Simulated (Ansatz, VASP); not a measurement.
## Two plane-wave programs on C

INCAR

```
PREC = Accurate
ENCUT = 520
EDIFF = 1E-6
ISMEAR = -1
SIGMA = 0.05
LREAL = F
LASPH = T
NELM = 100
ALGO = Normal
ISIF = 2
LWAVE = F
LCHARG = F
GGA = PE
IVDW = 12
NBANDS = 11
```

The input KPOINTS:

```
Automatic mesh
0
Gamma
  13 13 13
```

Contents of POSCAR:

```
C
1.0
    0.0000000000      1.7833700000      1.7833700000
    1.7833700000      0.0000000000      1.7833700000
    1.7833700000      1.7833700000      0.0000000000
C
2
Direct
    0.7500000000      0.7500000000      0.7500000000
    0.5000000000      0.5000000000      0.5000000000
```

The input input.yaml:

```yaml
crystal:
  lattice:
    - [0.0, 1.78337, 1.78337]
    - [1.78337, 0.0, 1.78337]
    - [1.78337, 1.78337, 0.0]
  atoms:
    - { symbol: C, position: [0.75, 0.75, 0.75] }
    - { symbol: C, position: [0.5, 0.5, 0.5] }
hamiltonian:
  xc: pbe
  pseudopotentials: { kind: paw }
  dispersion: d3bj
kpoints:
  mp_grid: { grid: [13, 13, 13] }
scf:
  occupations: { method: fermi_dirac, width: 0.05 }
output:
  forces: true
  stress: true
  eigenvalues: true
```

Alike in both runs: task single point; functional PBE; dispersion D3(BJ); k mesh 13 × 13 × 13; occupations fermi-dirac, width 0.05 eV; no spin polarisation.

```csv
,VASP,Ansatz
version,VASP 6.6.1,Ansatz 0.2.0
potentials or method,"VASP PAW PBE potentials, release 64 (C)",Ansatz PAW
plane-wave cutoff (eV),520,420
valence electrons in the cell,8,8
```

VASP gave:

* gap on the k mesh at the Fermi level (eV): 4.14
* least direct gap on the mesh (eV): 5.59
* pressure (GPa): -2.9

Question: Estimate Ansatz's values.

Answer: gap on the k mesh at the Fermi level (eV): 4.15; least direct gap on the mesh (eV): 5.59; pressure (GPa): -3.6.

Noted on Ansatz's run: Pulay correction over one GPa; odd divisions of the mesh miss points on the zone boundary, where band edges often lie, so the gap on the mesh can be too wide.
